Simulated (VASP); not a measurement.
# NaCl (Fm-3m) in VASP: further runs, part 2 of 2

VASP 6.6.1. Earlier steps stand in the parts before.

## (3) Single point, PBE

This run uses another cell than the first one, of 23.11 Å³/atom, 1.015 times its volume.

Contents of INCAR:

```
SYSTEM = NaCl
PREC     = Accurate       ! precision mode
ENCUT    = 500            ! plane-wave cutoff, eV
EDIFF    = 1E-6           ! SCF threshold, eV
ISMEAR   = -1             ! smearing method
SIGMA    = 0.02           ! smearing width, eV
LREAL    = .FALSE.        ! projectors in reciprocal space
LASPH    = .TRUE.         ! aspherical terms in the spheres
NELM     = 120            ! most SCF steps
ALGO     = Normal         ! electronic algorithm
ISIF     = 2              ! what is computed and relaxed
LWAVE    = .FALSE.        ! write WAVECAR
LCHARG   = .FALSE.        ! write CHGCAR
GGA      = PE             ! functional
NBANDS   = 14             ! bands
GGA_COMPAT= .FALSE.
```

Contents of KPOINTS:

```
Automatic mesh
0
G
  7 7 7
  0 0 0
```

Contents of POSCAR:

```
NaCl
1.0
    0.0000000000      2.8485253079      2.8485253079
    2.8485253079      0.0000000000      2.8485253079
    2.8485253079      2.8485253079      0.0000000000
Na Cl
1 1
Direct
    0.0000000000      0.0000000000      0.0000000000
    0.5000000000      0.5000000000      0.5000000000
```

Potentials or basis: VASP PAW PBE potentials, release 64 (Na_pv, Cl).

The run is started by

```bash
$ cat potpaw_PBE.64/Na_pv/POTCAR potpaw_PBE.64/Cl/POTCAR > POTCAR
$ mpirun -np 1 vasp_std > vasp.out
```

Run time: 22 s. Hardware: 1 thread of Intel Xeon 8259CL, shared host; peak memory 0.16 GiB.

It converged, with:

```
Free energy            : -6.7777 eV
Pressure               : -0.1 GPa
Band gap on the k mesh : 4.99 eV, direct
```

Levels at points of the mesh, in eV from the valence-band top:
| k point | band 3 | band 4 | band 5 | band 6 | band 7 | band 8 | band 9 | band 10 | band 11 | band 12 |
| --- | --- | --- | --- | --- | --- | --- | --- | --- | --- | --- |
| (0.00, 0.00, 0.00) | -20.88 | -12.59 | 0.00 | 0.00 | 0.00 | 4.99 | 11.09 | 11.09 | 11.09 | 13.21 |

## (4) Single point, PBE

This run uses another cell than the first one, of 23.46 Å³/atom, 1.030 times its volume.

Contents of INCAR:

```
ALGO = Normal ; EDIFF = 1E-6
ENCUT = 500 ; GGA = PE
GGA_COMPAT = F ; ISIF = 2
ISMEAR = -1 ; LASPH = T
LCHARG = F ; LREAL = F
LWAVE = F ; NBANDS = 14
NELM = 120 ; PREC = Accurate
SIGMA = 0.02
```

Contents of KPOINTS:

```
k-points
0
Gamma
  7 7 7
```

Contents of POSCAR:

```
NaCl
1.0
    0.0000000000      2.8626973088      2.8626973088
    2.8626973088      0.0000000000      2.8626973088
    2.8626973088      2.8626973088      0.0000000000
Na Cl
1 1
Direct
    0.0000000000      0.0000000000      0.0000000000
    0.5000000000      0.5000000000      0.5000000000
```

The run is started by

```bash
$ cat potpaw_PBE.64/Na_pv/POTCAR potpaw_PBE.64/Cl/POTCAR > POTCAR
$ mpirun -np 1 vasp_std > vasp.out
```

It took 22 s on 1 thread of Intel Xeon 8259CL, shared host; peak memory 0.16 GiB.

Results (log left out):

* Free energy: -6.7770 eV
* Pressure: -0.4 GPa
* Band gap on the k mesh: 4.94 eV, direct

Levels at points of the mesh, in eV from the valence-band top:
| k point | band 5 | band 6 | band 7 | band 8 | band 9 | band 10 |
| --- | --- | --- | --- | --- | --- | --- |
| (0.00, 0.00, 0.00) | 0.00 | 0.00 | 0.00 | 4.94 | 11.07 | 11.07 |

## (5) Relaxation of cell and atoms, PBE

This run uses another cell than the first one, of 26.73 Å³/atom, 1.174 times its volume.

Contents of INCAR:

```
ALGO     = Normal         # electronic algorithm
EDIFF    = 1E-7           # SCF threshold, eV
EDIFFG   = -0.03          # ionic threshold
ENCUT    = 500            # plane-wave cutoff, eV
GGA      = PE             # functional
GGA_COMPAT= F            
IBRION   = 2              # ionic algorithm
ISIF     = 3              # what is computed and relaxed
ISMEAR   = -1             # smearing method
LASPH    = T              # aspherical terms in the spheres
LCHARG   = F              # write CHGCAR
LREAL    = F              # projectors in reciprocal space
LWAVE    = F              # write WAVECAR
NELM     = 120            # most SCF steps
NELMIN   = 4            
NSW      = 80             # ionic steps
PREC     = Accurate       # precision mode
SIGMA    = 0.02           # smearing width, eV
```

KPOINTS is that of step 4.

Contents of POSCAR:

```
NaCl
1.0
    0.0000000000      2.9900000000      2.9900000000
    2.9900000000      0.0000000000      2.9900000000
    2.9900000000      2.9900000000      0.0000000000
Na Cl
1 1
Direct
    0.0000000000      0.0000000000      0.0000000000
    0.5000000000      0.5000000000      0.5000000000
```

Potentials or basis: VASP PAW PBE potentials, release 64 (Na_pv, Cl).

The run is started by

```bash
$ cat potpaw_PBE.64/Na_pv/POTCAR potpaw_PBE.64/Cl/POTCAR > POTCAR
$ mpirun -np 1 vasp_std > vasp.out
```

OUTCAR:

```text
EDIFF = 1E-7
   EDIFFG = -0.03
   ENCUT = 500
   GGA = PE
   IBRION = 2
   ISIF = 3
   ISMEAR = -1
   LASPH = T
   LREAL = F
   NELM = 120
   NELMIN = 4
   NSW = 80
   PREC = Accurate

 ion  position               nearest neighbor table
   1  0.000  0.000  0.000-
   2  0.500  0.500  0.500-

  LATTYP: Found a face centered cubic cell.
 ALAT       =     5.9800000000

  Lattice vectors:

 A1 = (   0.0000000000,   2.9900000000,   2.9900000000)
 A2 = (   2.9900000000,   0.0000000000,   2.9900000000)
 A3 = (   2.9900000000,   2.9900000000,   0.0000000000)

Analysis of symmetry for initial positions (statically):
[... 175 lines left out ...]
  -------------------------------------------------------------------------------------
  Total       -0.8437220     -0.8437220     -0.8437220      0.0000000      0.0000000      0.0000000
  in kB      -25.2851989    -25.2851989    -25.2851989      0.0000000      0.0000000      0.0000000
  external PRESSURE =     -25.2851989 kB  Pullay stress =       0.0000000 kB
[... 95 lines left out ...]
--------------------------------------- Ionic step        4  -------------------------------------------

 number of electron      13.9999997 magnetization

 Free energy of the ion-electron system (eV)
  ---------------------------------------------------
  ext. energy  EPLUGINS =         0.00000000
  ---------------------------------------------------
  free energy    TOTEN  =        -6.77965414 eV

  energy without entropy =       -6.77965414  energy(sigma->0) =       -6.77965414

 E-fermi :  -0.4008     XC(G=0):  -8.0488

 val. band max:       -0.8880580303   @ k =   0.0000   0.0000   0.0000
 cond. band min:       4.1151016399   @ k =   0.0000   0.0000   0.0000
 fundamental gap:      5.0031596703
 Fermi energy:        -0.4007913627

 k-point     1 :       0.0000    0.0000    0.0000
  band No.  band energies     occupation
      1     -21.7608      2.00000
      2     -21.7608      2.00000
      3     -21.7608      2.00000
      4     -13.4860      2.00000
      5      -0.8881      2.00000
      6      -0.8881      2.00000
      7      -0.8881      2.00000
      8       4.1151      0.00000
      9      10.2027      0.00000
     10      10.2027      0.00000
     11      10.2027      0.00000
[... 293 lines left out ...]
  FREE ENERGIE OF THE ION-ELECTRON SYSTEM (eV)
  ---------------------------------------------------
  free  energy   TOTEN  =        -6.7796541378 eV

  energy  without entropy=       -6.7796541378  energy(sigma->0) =       -6.77965414

 reached required accuracy - stopping structural energy minimisation
```

OSZICAR:

```text
N       E                     dE             d eps       ncg     rms          rms(c)
DAV:   1     0.937999107947E+02    0.93800E+02   -0.70591E+03   440   0.116E+03
DAV:   2     0.236188483068E+01   -0.91438E+02   -0.85567E+02   507   0.265E+02
DAV:   3    -0.672750580718E+01   -0.90894E+01   -0.90159E+01   530   0.832E+01
[... 39 lines left out ...]
DAV:   5    -0.677965362916E+01    0.48446E-05   -0.19853E-05   494   0.447E-02    0.853E-03
DAV:   6    -0.677965398690E+01   -0.35774E-06   -0.13667E-06   503   0.195E-02    0.409E-03
DAV:   7    -0.677965434535E+01   -0.35846E-06   -0.30791E-07   446   0.595E-03    0.152E-03
DAV:   8    -0.677965411669E+01    0.22867E-06   -0.37436E-08   220   0.362E-03    0.252E-04
DAV:   9    -0.677965413782E+01   -0.21127E-07   -0.23040E-09   220   0.580E-04
   4 F= -.67796541E+01 E0= -.67796541E+01  d E =-.655637E-01
```

Run time: 55 s. Hardware: 1 thread of Intel Xeon 8259CL, shared host; peak memory 0.17 GiB.

Results:

* Free energy: -6.7797 eV
* Relaxed volume: 23.05 Å³/atom
* Relaxed cell: a = 4.025 Å, b = 4.025 Å, c = 4.025 Å, α = 60.00°, β = 60.00°, γ = 60.00°
* Space group after relaxing (to 0.05 Å): Fm-3m (No. 225)
* Energy gained by relaxing: 32.8 meV/atom
* Ionic steps: 4
* Pressure after relaxing: 0.0 GPa
* Band gap on the k mesh: 5.00 eV, direct

The path:
| step | energy change (eV) | largest force (eV/Å) | pressure (GPa) | volume (Å³) |
| --- | --- | --- | --- | --- |
| 1 | 0.0000 | 0.0000 | -2.53 | 53.46 |
| 2 | -0.0425 | 0.0000 | -1.67 | 50.26 |
| 3 | -0.0649 | 0.0000 | -0.33 | 46.85 |
| 4 | -0.0656 | 0.0000 | 0.04 | 46.11 |

Final structure:
```
Na Cl
1.0
     0.00000    2.84605    2.84605
     2.84605    0.00000    2.84605
     2.84605    2.84605    0.00000
Na Cl
1 1
Direct
  0.00000 0.00000 0.00000
  0.50000 0.50000 0.50000
```

## (6) Overview

```tsv
task	cell	gap on the mesh (eV)	pressure (GPa)
single point	a = 4.008 Å, angles 60.0°, 2 atoms	5.05	0.3
single point	a = 4.028 Å, angles 60.0°, 2 atoms	4.99	-0.1
single point	a = 4.048 Å, angles 60.0°, 2 atoms	4.94	-0.4
relaxation of cell and atoms	relaxed from a = 4.228 Å, angles 60.0°, 2 atoms	5.00	0.0
```

Alike in all rows: level PBE; potentials or basis VASP PAW PBE potentials, release 64 (Na_pv, Cl); no spin polarisation; k mesh 7 × 7 × 7; cutoff (eV) 500; smearing fermi-dirac 0.02 eV.

Total energies depend on the potentials used, so only differences within one code and one set of settings carry meaning.
